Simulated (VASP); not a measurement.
# HfN (F-43m) in VASP: a series of runs, part 2 of 2

VASP 6.6.1. The steps go on from the part before.

**3. Relaxation of cell and atoms, LDA+U**

File INCAR:

```
ALGO     = Normal         # electronic algorithm
EDIFF    = 1E-6           # SCF threshold, eV
EDIFFG   = -0.01          # ionic threshold
ENCUT    = 600            # plane-wave cutoff, eV
IBRION   = 2              # ionic algorithm
ISIF     = 3              # what is computed and relaxed
ISMEAR   = -1             # smearing method
LASPH    = T              # aspherical terms in the spheres
LCHARG   = F              # write CHGCAR
LDAU     = T              # DFT+U
LDAUJ    = 0 0          
LDAUL    = 2 -1           # shell
LDAUPRINT= 1            
LDAUTYPE = 2            
LDAUU    = 8 0            # U, eV
LMAXMIX  = 4              # l up to which the mixer works
LREAL    = F              # projectors in reciprocal space
LWAVE    = F              # write WAVECAR
NELM     = 150            # most SCF steps
NSW      = 60             # ionic steps
PREC     = Accurate       # precision mode
SIGMA    = 0.05           # smearing width, eV
```

File KPOINTS:

```
k-points
0
Gamma
  9 9 9
```

File POSCAR:

```
HfN
1.0
    0.0000000000      2.4548220000      2.4548220000
    2.4548220000      0.0000000000      2.4548220000
    2.4548220000      2.4548220000      0.0000000000
Hf N
1 1
Direct
    0.0000000000      0.0000000000      0.0000000000
    0.2500000000      0.2500000000      0.2500000000
```

Potentials or basis: VASP PAW LDA potentials, release 64 (Hf_pv, N).

On the command line:

```console
$ cat potpaw_LDA.64/Hf_pv/POTCAR potpaw_LDA.64/N/POTCAR > POTCAR
$ mpirun -np 1 vasp_std > vasp.out
```

OUTCAR:

```text
EDIFF = 1E-6
   EDIFFG = -0.01
   ENCUT = 600
   IBRION = 2
   ISIF = 3
   ISMEAR = -1
   LASPH = T
   LREAL = F
   NELM = 150
   NSW = 60
   PREC = Accurate

 ion  position               nearest neighbor table
   1  0.000  0.000  0.000-   2 2.13   2 2.13   2 2.13   2 2.13
   2  0.250  0.250  0.250-   1 2.13   1 2.13   1 2.13   1 2.13

  LATTYP: Found a face centered cubic cell.
 ALAT       =     4.9096440000

  Lattice vectors:

 A1 = (   0.0000000000,   2.4548220000,   2.4548220000)
 A2 = (   2.4548220000,   0.0000000000,   2.4548220000)
 A3 = (   2.4548220000,   2.4548220000,   0.0000000000)

Analysis of symmetry for initial positions (statically):
=====================================================================
 Subroutine PRICEL returns:
 Original cell was already a primitive cell.

 Routine SETGRP: Setting up the symmetry group for a
 face centered cubic supercell.

 Subroutine GETGRP returns: Found 24 space group operations
[... 643 lines left out ...]
  o =  0.0564  v =  0.0000  0.0000  0.0000  0.0000  0.0000  0.0000 -0.0000  0.0204 -0.0000  0.9998      0.0000  0.0000  0.0000  0.0000  0.0000  0.0000  0.0000  0.0000  0.0000  0.0000
  o =  0.0564  v =  0.0000  0.0000  0.9998  0.0000 -0.0204  0.0000  0.0000  0.0000  0.0000  0.0000      0.0000  0.0000  0.0000  0.0000  0.0000  0.0000  0.0000  0.0000  0.0000  0.0000
  o =  0.0564  v =  0.0000  0.0000  0.0000  0.0000  0.0000  0.0000  0.0000  0.9998  0.0000 -0.0204      0.0000  0.0000  0.0000  0.0000  0.0000  0.0000  0.0000  0.0000  0.0000  0.0000
  o =  0.1789  v =  0.0000  0.0000  0.0000  0.0000  0.0000  0.0000 -0.1613 -0.0000 -0.9869  0.0000      0.0000  0.0000  0.0000  0.0000  0.0000  0.0000  0.0000  0.0000  0.0000  0.0000
  o =  0.1789  v =  0.0000 -0.1613 -0.0000 -0.9869  0.0000  0.0000  0.0000  0.0000  0.0000  0.0000      0.0000  0.0000  0.0000  0.0000  0.0000  0.0000  0.0000  0.0000  0.0000  0.0000
  o =  0.1789  v =  0.0000  0.0000  0.0000  0.0000  0.0000  0.0000 -0.9869  0.0000  0.1613  0.0000      0.0000  0.0000  0.0000  0.0000  0.0000  0.0000  0.0000  0.0000  0.0000  0.0000
  o =  0.1789  v =  1.0000  0.0000  0.0000  0.0000  0.0000  0.0000  0.0000  0.0000  0.0000  0.0000      0.0000  0.0000  0.0000  0.0000  0.0000  0.0000  0.0000  0.0000  0.0000  0.0000
  o =  0.1789  v =  0.0000  0.0000  0.0000  0.0000  0.0000  1.0000  0.0000  0.0000  0.0000  0.0000      0.0000  0.0000  0.0000  0.0000  0.0000  0.0000  0.0000  0.0000  0.0000  0.0000
  o =  0.1789  v =  0.0000 -0.9869  0.0000  0.1613  0.0000  0.0000  0.0000  0.0000  0.0000  0.0000      0.0000  0.0000  0.0000  0.0000  0.0000  0.0000  0.0000  0.0000  0.0000  0.0000

--------------------------------------- Ionic step        4  -------------------------------------------

 number of electron      14.9999999 magnetization

 Free energy of the ion-electron system (eV)
  ---------------------------------------------------
  ext. energy  EPLUGINS =         0.00000000
  ---------------------------------------------------
  free energy    TOTEN  =       -17.97466559 eV

  energy without entropy =      -17.96777331  energy(sigma->0) =      -17.97121945

 E-fermi :   6.0161     XC(G=0): -11.2283

 val. band max:        5.9734757061   @ k =   0.4444   0.2222   0.0000
 cond. band min:       6.0947007597   @ k =   0.3333   0.2222   0.0000
 fundamental gap:      0.1212250537
 Fermi energy:         6.0160529975

 k-point     1 :       0.0000    0.0000    0.0000
  band No.  band energies     occupation
      1     -26.9535      2.00000
      2     -26.9535      2.00000
      3     -26.9535      2.00000
      4     -10.0901      2.00000
      5       0.9296      2.00000
      6       0.9296      2.00000
      7       0.9296      2.00000
      8       4.3994      2.00000
      9       9.3850      0.00000
     10       9.3850      0.00000
     11      12.2135      0.00000
[... 351 lines left out ...]
  FREE ENERGIE OF THE ION-ELECTRON SYSTEM (eV)
  ---------------------------------------------------
  free  energy   TOTEN  =       -17.9746655865 eV

  energy  without entropy=      -17.9677733051  energy(sigma->0) =      -17.97121945

 reached required accuracy - stopping structural energy minimisation
```

OSZICAR:

```text
N       E                     dE             d eps       ncg     rms          rms(c)
DAV:   1     0.491323516744E+02    0.49132E+02   -0.87916E+03   770   0.139E+03
DAV:   2    -0.198793483063E+02   -0.69012E+02   -0.65159E+02  1056   0.254E+02
DAV:   3    -0.225812671098E+02   -0.27019E+01   -0.26831E+01   959   0.437E+01
DAV:   4    -0.226045536137E+02   -0.23287E-01   -0.23270E-01   919   0.465E+00
[... 33 lines left out ...]
DAV:   1    -0.179748295349E+02   -0.22385E-03   -0.42038E-03   788   0.678E-01    0.172E-01
DAV:   2    -0.179746984593E+02    0.13108E-03   -0.34016E-04   791   0.160E-01    0.778E-02
DAV:   3    -0.179746686446E+02    0.29815E-04   -0.55323E-05   853   0.691E-02    0.639E-02
DAV:   4    -0.179746654813E+02    0.31633E-05   -0.11889E-05   932   0.311E-02    0.382E-02
DAV:   5    -0.179746655865E+02   -0.10515E-06   -0.90129E-07   602   0.832E-03
   4 F= -.17974666E+02 E0= -.17971219E+02  d E =-.864230E-01
```

CONTCAR:

```text
HfN
   1.00000000000000
     0.0000000000000000    2.5115615968317302    2.5115615968317302
     2.5115615968317302    0.0000000000000000    2.5115615968317302
     2.5115615968317302    2.5115615968317302    0.0000000000000000
  Hf              N
     1     1
Direct
     0.0000000000000000    0.0000000000000000    0.0000000000000000
     0.2500000000000000    0.2500000000000000    0.2500000000000000

  0.00000000E+00  0.00000000E+00  0.00000000E+00
  0.00000000E+00  0.00000000E+00  0.00000000E+00
```

It used 28 s of CPU time on 1 thread of AMD EPYC 7R13 Processor (Zen 3), with other jobs on the host.

What came out:

| Item | Value |
| --- | --- |
| Free energy | -17.9747 eV |
| Relaxed volume | 15.84 Å³/atom |
| Relaxed cell | a = 3.552 Å, b = 3.552 Å, c = 3.552 Å, α = 60.00°, β = 60.00°, γ = 60.00° |
| Space group after relaxing (to 0.05 Å) | F-43m (No. 216) |
| Energy gained by relaxing | 43.2 meV/atom |
| Ionic steps | 4 |
| Pressure after relaxing | 0.0 GPa |

The path:
```tsv
step	energy change (eV)	largest force (eV/Å)	pressure (GPa)	volume (Å³)
1	0.0000	0.0000	14.01	29.59
2	0.1268	0.0000	-16.28	35.48
3	-0.0864	0.0000	-0.33	31.74
4	-0.0864	0.0000	-0.03	31.69
```

Final structure:
```yaml
crystal:
  lattice:
    - [0.00000, 2.51156, 2.51156]
    - [2.51156, 0.00000, 2.51156]
    - [2.51156, 2.51156, 0.00000]
  atoms:
    - { symbol: Hf, position: [0.00000, 0.00000, 0.00000] }
    - { symbol: N, position: [0.25000, 0.25000, 0.25000] }
```

Eigenvalues of the final occupation matrices:
```tsv
site	spin	trace	eigenvalues
site 1 d	1	0.65	0.06 0.06 0.18 0.18 0.18
site 1 d	2	0.65	0.06 0.06 0.18 0.18 0.18
```

Caveat: spin-orbit coupling is left out, which moves the levels of the heavy elements; U without spin polarisation on a metal has little footing.
